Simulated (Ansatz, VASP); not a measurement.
CdF2: VASP beside Ansatz

```
CELL_PARAMETERS angstrom
0.00000 2.66696 2.66696
2.66696 0.00000 2.66696
2.66696 2.66696 0.00000
ATOMIC_POSITIONS crystal
Cd 0.00000 0.00000 0.00000
F 0.25000 0.25000 0.25000
F 0.75000 0.75000 0.75000
```

Alike in both runs: task single point; functional r2SCAN; k mesh 6 × 6 × 6; no spin polarisation.

|  | VASP | Ansatz |
| --- | --- | --- |
| version | VASP 6.6.1 | Ansatz 0.2.0 |
| potentials or method | VASP PAW PBE potentials, release 64 (Cd_sv_GW, F) | plane waves, PAW |
| plane-wave cutoff (eV) | 660 | 500 |
| occupations | gaussian, width 0.01 eV | fixed |
| valence electrons in the cell | 34 | 34 |

Ansatz gave:

* gap on the k mesh at the Fermi level (eV): 3.93
* pressure (GPa): 3.7

Question: Estimate VASP's values.

Answer: gap on the k mesh at the Fermi level (eV): 3.92; pressure (GPa): 3.2.

VASP's potentials were made for PBE, not for r2SCAN.
